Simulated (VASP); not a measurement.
Here is a VASP 6.6.1 calculation.

Contents of INCAR:

```
SYSTEM = KRu2
  ALGO = Normal
  EDIFF = 1E-7
  EDIFFG = -0.01
  ENCUT = 600
  GGA = PE
  IBRION = 2
  ISIF = 3
  ISMEAR = 0
  LASPH = .TRUE.
  LCHARG = .FALSE.
  LREAL = .FALSE.
  LWAVE = .FALSE.
  NELM = 100
  NSW = 100
  PREC = Accurate
  SIGMA = 0.1
```

Contents of KPOINTS:

```
k-points
0
G
  15 15 8
  0 0 0
```

Contents of POSCAR:

```
KRu2
1.0
    3.7328348177      0.0000000000      0.0000000000
   -1.8664174088      3.2327297802      0.0000000000
    0.0000000000      0.0000000000      6.5550837259
K Ru
1 2
Direct
    0.0000000000      0.0000000000      0.0000000000
    0.6666666667      0.3333333333      0.5696791491
    0.3333333333      0.6666666667      0.4303208509
```

Potentials or basis: VASP PAW PBE potentials, release 64 (K_sv, Ru_pv).

Command:

```console
$ cat potpaw_PBE.64/K_sv/POTCAR potpaw_PBE.64/Ru_pv/POTCAR > POTCAR
$ mpirun -np 1 vasp_std > vasp.out
```

(1) What does it give for the relaxed volume?

(2) Estimate the relaxed cell.

Answers

(1) 26.27 Å³/atom.

(2) a = 3.750 Å, b = 3.750 Å, c = 6.469 Å, α = 90.00°, β = 90.00°, γ = 120.00°.
